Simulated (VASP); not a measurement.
Si2Os3Ru: single point with PBE

Si2Os3Ru:

```xyz
6
Lattice="2.8364 0.0000 0.0000 -1.4182 2.4564 0.0000 0.0000 0.0000 11.8313" Properties=species:S:1:pos:R:3 pbc="T T T"
Si    0.0000    0.0000    9.9771
Si    0.0000    0.0000    1.8542
Ru    0.0000    1.6376    0.0000
Os    0.0000    1.6376    3.7516
Os    1.4182    0.8188    5.9156
Os    0.0000    1.6376    8.0797
```

The cell was generated, and may not be a known phase.

```json
{"Program": "VASP 6.6.1", "Task": "single point", "Functional": "PBE", "Potentials or basis": "VASP PAW PBE potentials, release 64 (Si, Ru_pv, Os)", "Cutoff": "520 eV", "k mesh": "6 × 6 × 2", "Occupations": "gaussian, width 0.1 eV", "Spin": "no spin polarisation"}
```

| Item | Value |
| --- | --- |
| Pressure | 0.3 GPa |
| Largest force | 0.010 eV/Å |
| Band gap on the k mesh | zero (bands 23 and 24 overlap by 2.21 eV) |

Forces in eV/Å, atoms in the order of the input:
```
Si   0.000  0.000  0.006
Si   0.000  0.000 -0.006
Ru   0.000  0.000  0.000
Os   0.000  0.000  0.010
Os   0.000  0.000  0.000
Os   0.000  0.000 -0.010
```

Levels at points of the mesh, in eV from the Fermi level:
| k point | band 21 | band 22 | band 23 | band 24 | band 25 | band 26 |
| --- | --- | --- | --- | --- | --- | --- |
| (0.00, 0.00, 0.00) | -1.20 | -1.14 | -1.14 | -0.83 | -0.83 | 0.09 |
| (0.50, 0.00, 0.00) | 0.30 | 0.59 | 1.06 | 1.25 | 1.55 | 1.79 |
| (0.00, 0.00, 0.50) | -1.50 | -1.04 | -1.04 | -0.96 | -0.96 | 0.14 |
| (0.50, 0.00, 0.50) | -0.29 | 0.41 | 1.06 | 1.56 | 1.79 | 1.93 |

It took 79 s on 1 thread of Intel Xeon 8259CL (shared host), peak memory 0.23 GiB.

Caveat: the k points lie up to 0.43 Å⁻¹ apart, too coarse for converged energies and pressures of a metal; spin-orbit coupling is left out, which moves the levels of the heavy elements.
